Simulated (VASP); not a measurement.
A run of VASP 6.6.1 is set up as follows.

INCAR

```
SYSTEM = CoO
  PREC = Accurate
  ENCUT = 520
  EDIFF = 1E-8
  ISMEAR = -1
  SIGMA = 0.03
  LREAL = .FALSE.
  LASPH = .TRUE.
  NELM = 150
  ALGO = Normal
  ISIF = 2
  LWAVE = .FALSE.
  LCHARG = .FALSE.
  ISPIN = 2
  MAGMOM = 2 0
  LORBIT = 11
  LMAXMIX = 4
  GGA = PE
  LEFG = .TRUE.
  NBANDS = 18
```

The input KPOINTS:

```
Automatic mesh
0
G
  13 13 15
  0 0 0
```

The input POSCAR:

```
CoO
1.0
   -1.4718476518      1.5139926509      2.1072499549
    1.5139926509     -1.4718476518      2.1072499549
    1.5020076549      1.5020076549     -2.0770899518
Co O
1 1
Direct
    0.0000000000      0.0000000000      0.0000000000
    0.5000000000      0.5000000000      0.0000000000
```

Potentials or basis: VASP PAW PBE potentials, release 64 (Co, O).

The run is started by

```bash
$ cat potpaw_PBE.64/Co/POTCAR potpaw_PBE.64/O/POTCAR > POTCAR
$ mpirun -np 1 vasp_std > vasp.out
```

Task: What does it give for the net moment?

Result: 2.90 μB per cell.

Task: What does it give for the pressure?

Result: -0.5 GPa.

Electric field gradients, principal values (V/Å²):
| atom | least | middle | greatest (by size) |
| --- | --- | --- | --- |
| 1 Co | 1.606 | 11.024 | -12.629 |
| 2 O | 1.199 | 4.700 | -5.899 |

Caveat: the cell differs from its parent crystal (equal xy, yz and zx shear strains of +2 %); without QUAD_EFG the Cq values of the log hold for a quadrupole moment of 1 mb, not for the nuclei; a cell with one magnetic atom can't hold antiferromagnetic order, which such compounds often take.
